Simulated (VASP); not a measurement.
# CuO (P4/nmm) in VASP: settings compared

Aim: see how the results for CuO move with the level of theory and the settings. Levels: PBE, PBE+U, PBEsol+U. Tasks: single point.

Program: VASP 6.6.1. These are calculated values, not measurements. Logs are shortened: lines on timing, memory, paths and dates and some standing lists are left out, and cuts for length are marked.

**1. The cell of the first run**

Symmetry: P4/nmm, No. 129, tetragonal system. The conventional cell has a = 3.111 Å, b = 3.111 Å, c = 4.555 Å, α = 90.00°, β = 90.00°, γ = 90.00°. Within 2.6 Å of Cu (site symmetry -4m2) lie 4 O at 1.97 Å and 4 Cu at 2.20 Å. Within 2.6 Å of O (site symmetry 4mm) lie 4 Cu at 1.97 Å.

**2. Single point, PBE**

Contents of INCAR:

```
SYSTEM = CuO
  PREC = Accurate
  ENCUT = 700
  EDIFF = 1E-6
  ISMEAR = -1
  SIGMA = 0.05
  LREAL = .FALSE.
  LASPH = .TRUE.
  NELM = 120
  ALGO = Normal
  ISIF = 2
  LWAVE = .FALSE.
  LCHARG = .TRUE.
  GGA = PE
  LELF = .TRUE.
  LVHAR = .TRUE.
  NBANDS = 33
  GGA_COMPAT = .FALSE.
```

Contents of KPOINTS:

```
Automatic mesh
0
G
  8 8 6
  0 0 0
```

Contents of POSCAR:

```
CuO
1.0
    3.1106712801      0.0000000000      0.0000000000
    0.0000000000      3.1106712801      0.0000000000
    0.0000000000      0.0000000000      4.5546168319
Cu O
2 2
Direct
    0.0000000000      0.0000000000      0.0000000000
    0.5000000000      0.5000000000      0.0000000000
    0.5000000000      0.0000000000      0.2670000000
    0.0000000000      0.5000000000      0.7330000000
```

Potentials or basis: VASP PAW PBE potentials, release 64 (Cu_sv_GW, O).

Command:

```
> cat potpaw_PBE.64/Cu_sv_GW/POTCAR potpaw_PBE.64/O/POTCAR > POTCAR
> mpirun -np 1 vasp_std > vasp.out
```

OUTCAR:

```text
SYSTEM = CuO
   PREC = Accurate
   ENCUT = 700
   EDIFF = 1E-6
   ISMEAR = -1
   LREAL = .FALSE.
   LASPH = .TRUE.
   NELM = 120
   ISIF = 2
   GGA = PE

 ion  position               nearest neighbor table
   1  0.000  0.000  0.000-   3 1.97   4 1.97   4 1.97   3 1.97   2 2.20   2 2.20   2 2.20   2 2.20

   2  0.500  0.500  0.000-   3 1.97   4 1.97   3 1.97   4 1.97   1 2.20   1 2.20   1 2.20   1 2.20

   3  0.500  0.000  0.267-   1 1.97   2 1.97   2 1.97   1 1.97
   4  0.000  0.500  0.733-   1 1.97   2 1.97   1 1.97   2 1.97

  LATTYP: Found a simple tetragonal cell.
 ALAT       =     3.1106712801
 C/A-ratio  =     1.4641909806

  Lattice vectors:

 A1 = (   3.1106712801,   0.0000000000,   0.0000000000)
 A2 = (   0.0000000000,   3.1106712801,   0.0000000000)
 A3 = (   0.0000000000,   0.0000000000,   4.5546168319)

Analysis of symmetry for initial positions (statically):
=====================================================================
 Subroutine PRICEL returns:
 Original cell was already a primitive cell.

 Routine SETGRP: Setting up the symmetry group for a
 simple tetragonal supercell.

 Subroutine GETGRP returns: Found 16 space group operations
 (whereof  8 operations were pure point group operations)
 out of a pool of 16 trial point group operations.

The static configuration has the point symmetry D_2d.
 The point group associated with its full space group is D_4h.

Analysis of symmetry for dynamics (positions and initial velocities):
=====================================================================
 Subroutine PRICEL returns:
 Original cell was already a primitive cell.

 Routine SETGRP: Setting up the symmetry group for a
 simple tetragonal supercell.

 Subroutine GETGRP returns: Found 16 space group operations
 (whereof  8 operations were pure point group operations)
 out of a pool of 16 trial point group operations.

The dynamic configuration has the point symmetry D_2d.
 The point group associated with its full space group is D_4h.

 Subroutine INISYM returns: Found 16 space group operations
 (whereof  8 operations are pure point group operations),
 and found     1 'primitive' translations

----------------------------------------------------------------------------------------

                                     Primitive cell

  volume of cell :      44.0717
[... 90 lines left out ...]
   LASPH  =      T    aspherical Exc in radial PAW
   ENCUT  =  700.0 eV  51.45 Ry    7.17 a.u.   6.71  6.71  9.83*2*pi/ulx,y,z
   NELM   =    120;   NELMIN=  2; NELMDL= -5     # of ELM steps
   EDIFF  = 0.1E-05   stopping-criterion for ELM
   LREAL  =      F    real-space projection
   EDIFFG = 0.1E-04   stopping-criterion for IOM
   NSW    =      0    number of steps for IOM
   IBRION =     -1    ionic relax: 0-MD 1-quasi-New 2-CG
   NFREE  =      0    steps in history (QN), initial steepest desc. (CG)
   ISIF   =      2    stress and relaxation
   ISYM   =      2    0-nonsym 1-usesym 2-fastsym
   POTIM  = 0.5000    time-step for ionic-motion
   TEBEG  =    0.0;   TEEND  =   0.0 temperature during run
   PSTRESS=    0.0 pullay stress
   NELECT =      50.0000    total number of electrons
   NUPDOWN=      -1.0000    fix difference up-down
   EMIN   =  10.00;   EMAX   =-10.00  energy-range for DOS
   EFERMI =   0.00;   METHOD = LEGACY
   ISMEAR =    -1;   SIGMA  =   0.05  broadening in eV -4-tet -1-fermi 0-gaus
   EFERMI_NEDOS =   21; number of points for ismear=-14 and -15
   IALGO  =     38    algorithm
   IMIX   =      4    mixing-type and parameters
     AMIX     =   0.40;   BMIX     =  1.00
     AMIX_MAG =   1.60;   BMIX_MAG =  1.00
  volume/ion in A,a.u.               =      11.02        74.35
  Fermi-wavevector in a.u.,A,eV,Ry     =   1.707437  3.226589 39.665645  2.915343
  Thomas-Fermi vector in A             =   2.786290
   LORBIT       =      0    0 simple, 1 ext, 2 COOP (PROOUT), +10 PAW based schemes
   GGA     = PE    functional components
   LHFCALC =     F    Hartree Fock is set to
   AEXX    =    0.0000 exact exchange contribution
   IVDW    =     0    specifies the selected vdW correction
   LEPSILON=     F    determine dielectric tensor
   LRPA    =     F    only Hartree local field effects (RPA)
 non-spin polarized calculation
  energy-cutoff  :      700.00
  volume of cell :       44.07
 maximum number of plane-waves:      1900
 NGX is ok and might be reduce to    28
   NGX = 13   NGY = 13   NGZ = 19

 number of electron      49.9999996 magnetization

 Free energy of the ion-electron system (eV)
  ---------------------------------------------------
  ext. energy  EPLUGINS =         0.00000000
  ---------------------------------------------------
  free energy    TOTEN  =       -15.86636370 eV

  energy without entropy =      -15.81262157  energy(sigma->0) =      -15.83949264

 E-fermi :   3.8115     XC(G=0): -11.4037

 val. band max:        3.8115042765   @ k =   0.5000   0.0000   0.1667
 cond. band min:       3.8120728756   @ k =   0.3750   0.1250   0.0000
 fundamental gap:      0.0005685992
 Fermi energy:         3.8115425786

 k-point     1 :       0.0000    0.0000    0.0000
  band No.  band energies     occupation
      1    -108.8768      2.00000
      2    -108.8042      2.00000
      3     -66.3888      2.00000
      4     -66.3888      2.00000
      5     -66.2533      2.00000
      6     -66.1935      2.00000
[... 853 lines left out ...]
     32      17.3185      0.00000
     33      18.7653      0.00000

 [... further k-points ...]

------------------------ aborting loop because EDIFF is reached ----------------------------------------

  FORCE on cell =-STRESS in cart. coord.  units (eV):
  Direction    XX          YY          ZZ          XY          YZ          ZX
  --------------------------------------------------------------------------------------
  -------------------------------------------------------------------------------------
  Total       11.7190781     11.7190781     -0.9948446      0.0000000      0.0000000      0.0000000
  in kB      426.0336918    426.0336918    -36.1664368      0.0000000      0.0000000      0.0000000
  external PRESSURE =     271.9669823 kB  Pullay stress =       0.0000000 kB

 VOLUME and BASIS-vectors are now :
 -----------------------------------------------------------------------------
  energy-cutoff  :      700.00
  volume of cell :       44.07
      direct lattice vectors                 reciprocal lattice vectors
     3.110671280  0.000000000  0.000000000     0.321474020  0.000000000  0.000000000
     0.000000000  3.110671280  0.000000000     0.000000000  0.321474020  0.000000000
     0.000000000  0.000000000  4.554616832     0.000000000  0.000000000  0.219557437

 POSITION                                       TOTAL-FORCE (eV/Angst)
 -----------------------------------------------------------------------------------
      0.00000      0.00000      0.00000        -0.000000      0.000000      0.000000
      1.55534      1.55534      0.00000        -0.000000     -0.000000      0.000000
      1.55534      0.00000      1.21608         0.000000      0.000000     -0.044410
      0.00000      1.55534      3.33853        -0.000000      0.000000      0.044410
 -----------------------------------------------------------------------------------
    total drift:                                0.000000      0.000000     -0.000000

  FREE ENERGIE OF THE ION-ELECTRON SYSTEM (eV)
  ---------------------------------------------------
  free  energy   TOTEN  =       -15.8663637018 eV

  energy  without entropy=      -15.8126215740  energy(sigma->0) =      -15.83949264
```

Run time: 80 s. Hardware: 1 thread of Intel Xeon 6975P-C (Granite Rapids), shared host; peak memory 0.27 GiB.

Results:

* Free energy: -15.8664 eV
* Pressure: 27.2 GPa
* Largest force: 0.044 eV/Å
* Band gap on the k mesh: zero (band 25 reaches 4.28 eV, above the bottom of band 26 at 3.40 eV)

Forces in eV/Å, atoms in the order of the input:
```
Cu   0.000  0.000  0.000
Cu   0.000  0.000  0.000
O    0.000  0.000 -0.044
O    0.000  0.000  0.044
```

Levels at points of the mesh, in eV from the Fermi level:
| k point | band 22 | band 23 | band 24 | band 25 | band 26 | band 27 | band 28 | band 29 |
| --- | --- | --- | --- | --- | --- | --- | --- | --- |
| (0.00, 0.00, 0.00) | -1.15 | -0.48 | -0.39 | 0.47 | 0.47 | 1.16 | 6.60 | 11.36 |
| (0.50, 0.00, 0.00) | -2.48 | -0.27 | -0.27 | -0.01 | -0.01 | 5.54 | 5.54 | 10.89 |
| (0.50, 0.50, 0.00) | -1.75 | -1.68 | -1.68 | -0.41 | -0.41 | 5.73 | 5.73 | 9.84 |
| (0.00, 0.00, 0.50) | -1.03 | -0.86 | -0.48 | 0.27 | 0.27 | 2.83 | 5.80 | 11.36 |
| (0.50, 0.00, 0.50) | -2.53 | 0.03 | 0.03 | 0.11 | 0.11 | 5.35 | 5.35 | 9.97 |
| (0.50, 0.50, 0.50) | -1.94 | -1.75 | -1.75 | -0.28 | -0.28 | 6.73 | 6.73 | 9.84 |

Caveat: semilocal functionals often make such compounds metallic where correlation or magnetic order opens a gap, which also shifts bond lengths. With open d or f shells a metallic result of PBE can be an artefact of self-interaction; +U or a hybrid may open a gap.

**3. Single point, PBE**

This run uses another cell than the first one, of 11.72 Å³/atom, 1.064 times its volume.

Contents of INCAR:

```
SYSTEM = CuO
PREC = Accurate ; ENCUT = 520
EDIFF = 1E-6 ; ISMEAR = -1
SIGMA = 0.05 ; LREAL = .FALSE.
LASPH = .TRUE. ; NELM = 60
ALGO = Normal ; ISIF = 2
LWAVE = .FALSE. ; LCHARG = .FALSE.
GGA = PE ; NBANDS = 25
```

Contents of KPOINTS:

```
regular mesh
0
G
  3 3 2
  0 0 0
```

Contents of POSCAR:

```
CuO
1.0
    3.1754955000      0.0000000000      0.0000000000
    0.0000000000      3.1754955000      0.0000000000
    0.0000000000      0.0000000000      4.6495318700
Cu O
2 2
Direct
    0.0000000000      0.0000000000      0.0000000000
    0.5000000000      0.5000000000      0.0000000000
    0.5000000000      0.0000000000      0.2670000000
    0.0000000000      0.5000000000      0.7330000000
```

Potentials or basis: VASP PAW PBE potentials, release 64 (Cu, O).

Command:

```
> cat potpaw_PBE.64/Cu/POTCAR potpaw_PBE.64/O/POTCAR > POTCAR
> mpirun -np 1 vasp_std > vasp.out
```

OUTCAR:

```text
SYSTEM = CuO
   PREC = Accurate
   ENCUT = 520
   EDIFF = 1E-6
   ISMEAR = -1
   LREAL = .FALSE.
   LASPH = .TRUE.
   NELM = 60
   ISIF = 2
   GGA = PE

 ion  position               nearest neighbor table
   1  0.000  0.000  0.000-   3 2.02   4 2.02   4 2.02   3 2.02   2 2.25   2 2.25   2 2.25   2 2.25

   2  0.500  0.500  0.000-   3 2.02   4 2.02   3 2.02   4 2.02   1 2.25   1 2.25   1 2.25   1 2.25

   3  0.500  0.000  0.267-   1 2.02   2 2.02   2 2.02   1 2.02
   4  0.000  0.500  0.733-   1 2.02   2 2.02   1 2.02   2 2.02

  LATTYP: Found a simple tetragonal cell.
[... 349 lines left out ...]
  --------------------------------------------------------------------------------------
  -------------------------------------------------------------------------------------
  Total        8.7848829      8.7848829     -2.3089525      0.0000000      0.0000000     -0.0000000
  in kB      300.2025146    300.2025146    -78.9029702      0.0000000      0.0000000     -0.0000000
  external PRESSURE =     173.8340197 kB  Pullay stress =       0.0000000 kB

 VOLUME and BASIS-vectors are now :
 -----------------------------------------------------------------------------
  energy-cutoff  :      520.00
  volume of cell :       46.88
      direct lattice vectors                 reciprocal lattice vectors
     3.175495500  0.000000000  0.000000000     0.314911484  0.000000000  0.000000000
     0.000000000  3.175495500  0.000000000     0.000000000  0.314911484  0.000000000
     0.000000000  0.000000000  4.649531870     0.000000000  0.000000000  0.215075416

 POSITION                                       TOTAL-FORCE (eV/Angst)
 -----------------------------------------------------------------------------------
      0.00000      0.00000      0.00000        -0.000000      0.000000      0.000000
      1.58775      1.58775      0.00000         0.000000     -0.000000      0.000000
      1.58775      0.00000      1.24143         0.000000      0.000000     -0.930098
      0.00000      1.58775      3.40811        -0.000000      0.000000      0.930098
 -----------------------------------------------------------------------------------
    total drift:                                0.000000     -0.000000     -0.000000

  FREE ENERGIE OF THE ION-ELECTRON SYSTEM (eV)
  ---------------------------------------------------
  free  energy   TOTEN  =       -16.1474436242 eV

  energy  without entropy=      -16.1046734454  energy(sigma->0) =      -16.12605853
```

OSZICAR:

```text
N       E                     dE             d eps       ncg     rms          rms(c)
DAV:   1     0.313218835105E+03    0.31322E+03   -0.16037E+04   316   0.203E+03
DAV:   2     0.191505492539E+02   -0.29407E+03   -0.27162E+03   302   0.397E+02
DAV:   3    -0.214469971167E+02   -0.40598E+02   -0.38222E+02   363   0.163E+02
DAV:   4    -0.230038822863E+02   -0.15569E+01   -0.15474E+01   349   0.348E+01
DAV:   5    -0.230438269654E+02   -0.39945E-01   -0.39937E-01   382   0.528E+00    0.193E+01
DAV:   6    -0.242047949115E+02   -0.11610E+01   -0.48946E+01   450   0.198E+02    0.183E+01
DAV:   7    -0.160947161813E+02    0.81101E+01   -0.14865E+01   394   0.118E+02    0.340E+00
DAV:   8    -0.162361030348E+02   -0.14139E+00   -0.20606E+00   356   0.107E+01    0.243E+00
DAV:   9    -0.161730917263E+02    0.63011E-01   -0.84665E-02   395   0.612E+00    0.157E+00
DAV:  10    -0.161548625492E+02    0.18229E-01   -0.21410E-02   451   0.258E+00    0.874E-01
DAV:  11    -0.161489734966E+02    0.58891E-02   -0.66064E-03   459   0.185E+00    0.463E-01
DAV:  12    -0.161480465909E+02    0.92691E-03   -0.43405E-03   450   0.775E-01    0.250E-01
DAV:  13    -0.161474079582E+02    0.63863E-03   -0.12335E-03   469   0.109E+00    0.534E-02
DAV:  14    -0.161474428907E+02   -0.34933E-04   -0.42896E-04   316   0.152E-01    0.626E-03
DAV:  15    -0.161474445733E+02   -0.16826E-05   -0.98999E-06   461   0.566E-02    0.109E-02
DAV:  16    -0.161474436242E+02    0.94910E-06   -0.15942E-06   227   0.363E-02
   1 F= -.16147444E+02 E0= -.16126059E+02  d E =-.427702E-01
```

stdout:

```text
POSCAR found type information on POSCAR CuO
 POSCAR found :  2 types and       4 ions
 scaLAPACK will be used
 LDA part: xc-table for (Slater+PW92), standard interpolation
 POSCAR, INCAR and KPOINTS ok, starting setup
 FFT: planning ... GRIDC
 FFT: planning ... GRID_SOFT
 FFT: planning ... GRID
 WAVECAR not read
 entering main loop
```

Run time: 10 s. Hardware: 1 thread of Intel Xeon 6975P-C (Granite Rapids), shared host; peak memory 0.15 GiB.

What came out:

```yaml
Free_energy: -16.1474 eV
Pressure: 17.4 GPa
Largest_force: 0.930 eV/Å
Band_gap_on_the_k_mesh: zero (band 17 reaches 3.54 eV, above the bottom of band 18 at 2.80 eV)
```

Forces in eV/Å, atoms in the order of the input:
```
Cu   0.000  0.000  0.000
Cu   0.000  0.000  0.000
O    0.000  0.000 -0.930
O    0.000  0.000  0.930
```

Caveat: the k points lie up to 0.68 Å⁻¹ apart; semilocal functionals often make such compounds metallic where correlation or magnetic order opens a gap, which also shifts bond lengths. With open d or f shells a metallic result of PBE can be an artefact of self-interaction; +U or a hybrid may open a gap.

**4. Single point, PBE+U**

This run uses another cell than the first one, of 11.72 Å³/atom, 1.064 times its volume.

Contents of INCAR:

```
SYSTEM = CuO
  PREC = Accurate
  ENCUT = 520
  EDIFF = 1E-6
  ISMEAR = -1
  SIGMA = 0.05
  LREAL = .False.
  LASPH = .True.
  NELM = 150
  ALGO = Normal
  ISIF = 2
  LWAVE = .False.
  LCHARG = .False.
  LMAXMIX = 4
  LDAU = .True.
  LDAUTYPE = 2
  LDAUL = 2 -1
  LDAUU = 5.3 0
  LDAUJ = 0 0
  LDAUPRINT = 1
  GGA = PE
  NBANDS = 25
```

Contents of KPOINTS:

```
regular mesh
0
Gamma
  8 8 6
  0 0 0
```

POSCAR is that of step 3.

Potentials or basis: VASP PAW PBE potentials, release 64 (Cu, O).

Command:

```
> cat potpaw_PBE.64/Cu/POTCAR potpaw_PBE.64/O/POTCAR > POTCAR
> mpirun -np 1 vasp_std > vasp.out
```

OUTCAR:

```text
SYSTEM = CuO
   PREC = Accurate
   ENCUT = 520
   EDIFF = 1E-6
   ISMEAR = -1
   LREAL = .False.
   LASPH = .True.
   NELM = 150
   ISIF = 2
   GGA = PE

 ion  position               nearest neighbor table
   1  0.000  0.000  0.000-   3 2.02   4 2.02   4 2.02   3 2.02   2 2.25   2 2.25   2 2.25   2 2.25

   2  0.500  0.500  0.000-   3 2.02   4 2.02   3 2.02   4 2.02   1 2.25   1 2.25   1 2.25   1 2.25

   3  0.500  0.000  0.267-   1 2.02   2 2.02   2 2.02   1 2.02
   4  0.000  0.500  0.733-   1 2.02   2 2.02   1 2.02   2 2.02

  LATTYP: Found a simple tetragonal cell.
[... 944 lines left out ...]
  --------------------------------------------------------------------------------------
  -------------------------------------------------------------------------------------
  Total        6.5526138      6.5526138     -3.1905937      0.0000000      0.0000000      0.0000000
  in kB      223.9200200    223.9200200   -109.0309639      0.0000000      0.0000000      0.0000000
  external PRESSURE =     112.9363587 kB  Pullay stress =       0.0000000 kB

 VOLUME and BASIS-vectors are now :
 -----------------------------------------------------------------------------
  energy-cutoff  :      520.00
  volume of cell :       46.88
      direct lattice vectors                 reciprocal lattice vectors
     3.175495500  0.000000000  0.000000000     0.314911484  0.000000000  0.000000000
     0.000000000  3.175495500  0.000000000     0.000000000  0.314911484  0.000000000
     0.000000000  0.000000000  4.649531870     0.000000000  0.000000000  0.215075416

 POSITION                                       TOTAL-FORCE (eV/Angst)
 -----------------------------------------------------------------------------------
      0.00000      0.00000      0.00000         0.000000     -0.000000      0.000000
      1.58775      1.58775      0.00000         0.000000      0.000000      0.000000
      1.58775      0.00000      1.24143        -0.000000      0.000000     -1.139114
      0.00000      1.58775      3.40811         0.000000      0.000000      1.139114
 -----------------------------------------------------------------------------------
    total drift:                                0.000000     -0.000000     -0.000000

  FREE ENERGIE OF THE ION-ELECTRON SYSTEM (eV)
  ---------------------------------------------------
  free  energy   TOTEN  =       -12.7544149504 eV

  energy  without entropy=      -12.7098626611  energy(sigma->0) =      -12.73213881
```

It took 51 s on 1 thread of Intel Xeon 6975P-C (Granite Rapids), shared host; peak memory 0.19 GiB.

What came out:

- Free energy: -12.7544 eV
- Pressure: 11.3 GPa
- Largest force: 1.139 eV/Å
- Band gap on the k mesh: zero (band 17 reaches 2.96 eV, above the bottom of band 18 at 1.61 eV)

Forces on the atoms (eV/Å):
```
Cu   0.000  0.000  0.000
Cu   0.000  0.000  0.000
O    0.000  0.000 -1.139
O    0.000  0.000  1.139
```

Stress tensor (GPa, compression positive):
```
 22.39   0.00   0.00
  0.00  22.39   0.00
  0.00   0.00 -10.90
```

Eigenvalues of the final occupation matrices:
```
    site  spin  trace               eigenvalues
site 1 d     1   4.70  0.91 0.91 0.96 0.96 0.96
site 1 d     2   4.70  0.91 0.91 0.96 0.96 0.96
site 2 d     1   4.70  0.91 0.91 0.96 0.96 0.96
site 2 d     2   4.70  0.91 0.91 0.96 0.96 0.96
```

Caveat: U without spin polarisation on a metal has little footing; forces of over 1 eV/Å act on the atoms, so gaps and moduli don't describe the material at rest.

[end of part 1 of 2]
